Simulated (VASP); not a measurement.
Rb2Pt, 3 atoms in the cell. It takes space group P-3m1 (No. 164, trigonal). The conventional cell has a = 5.217 Å, b = 5.217 Å, c = 5.961 Å, α = 90.00°, β = 90.00°, γ = 120.00°. Rb (site symmetry 3m) has 3 Pt at 3.31 Å and 6 Rb at 4.09 to 4.39 Å within 4.4 Å. Within 4.4 Å of Pt (site symmetry -3m) lie 6 Rb at 3.31 Å. 

```yaml
Program: VASP 6.6.1
Task: relaxation of cell and atoms
Functional: PBE
Potentials_or_basis: VASP PAW PBE potentials, release 64 (Rb_sv, Pt)
Cutoff: 600 eV
k_mesh: 6 × 6 × 6
Occupations: gaussian, width 0.02 eV
Spin: no spin polarisation
Dipole_correction: no
Further_INCAR_settings: ALGO = Normal; EDIFF = 1e-07; IBRION = 2; EDIFFG = -0.01; NSW = 100; ISIF = 3
```

Potentials or basis: VASP PAW PBE potentials, release 64 (Rb_sv, Pt).

Command:

```bash
$ cat potpaw_PBE.64/Rb_sv/POTCAR potpaw_PBE.64/Pt/POTCAR > POTCAR
$ mpirun -np 1 vasp_std > vasp.out
```

Hardware: 1 thread of Intel(R) Xeon(R) 6975P-C (Granite Rapids) (shared host).

Problem. Estimate the wall time of this run.

Solution. Wall time 85 s on 1 thread of Intel(R) Xeon(R) 6975P-C (Granite Rapids) (shared host), peak memory 0.35 GiB. Counts: scf iterations 25, k points 34, ion steps 2.
